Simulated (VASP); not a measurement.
NaCl: single point with PBEsol

NaCl:

```xyz
2
Lattice="0.0000 3.0583 2.6052 3.0583 0.0000 2.6052 3.0583 3.0583 0.0000" Properties=species:S:1:pos:R:3 pbc="T T T"
Na    0.0000    0.0000    0.0000
Cl    3.0583    3.0583    2.6052
```

This cell differs from its parent crystal: strain +0.080 along x and y, -0.080 along z.

```json
{
  "Program": "VASP 6.6.1",
  "Task": "single point",
  "Functional": "PBEsol",
  "Potentials or basis": "VASP PAW PBE potentials, release 64 (Na_pv, Cl)",
  "Cutoff": "520 eV",
  "k mesh": "8 × 8 × 8",
  "Occupations": "gaussian, width 0.05 eV",
  "Spin": "no spin polarisation"
}
```

| Item | Value |
| --- | --- |
| Pressure | -0.7 GPa |
| Band gap on the k mesh | 4.63 eV |

Stress tensor (GPa, compression positive):
```
-2.65  0.00  0.00
 0.00 -2.65  0.00
 0.00  0.00  3.34
```

Levels at points of the mesh, in eV from the valence-band top:
```
           k point  band 3  band 4  band 5  band 6  band 7  band 8  band 9  band 10  band 11  band 12
(0.00, 0.00, 0.00)  -20.79  -12.54   -0.19    0.00    0.00    4.63   10.63    10.63    11.75    12.03
(0.50, 0.00, 0.00)  -20.80  -12.25   -1.80   -0.36   -0.24    6.88    9.80     9.93    11.68    14.28
(0.50, 0.50, 0.00)  -20.81  -12.17   -1.46   -0.76   -0.76    7.39    7.54    11.54    13.23    13.23
(0.50, 0.00, 0.50)  -20.80  -12.27   -1.57   -0.70   -0.27    7.26    8.24    10.05    13.43    14.22
```

It took 19 s on 1 thread of AMD EPYC 9R45 96-Core Processor (Zen 5), with other jobs on the host, peak memory 0.15 GiB.

Caveat: the cell differs from its parent crystal (strain +0.080 along x and y, -0.080 along z); the stress differs along the axes, from -3 to 3 GPa; the PAW data sets were made with another functional, which shifts forces and pressure a little. A k mesh can miss the band edges.
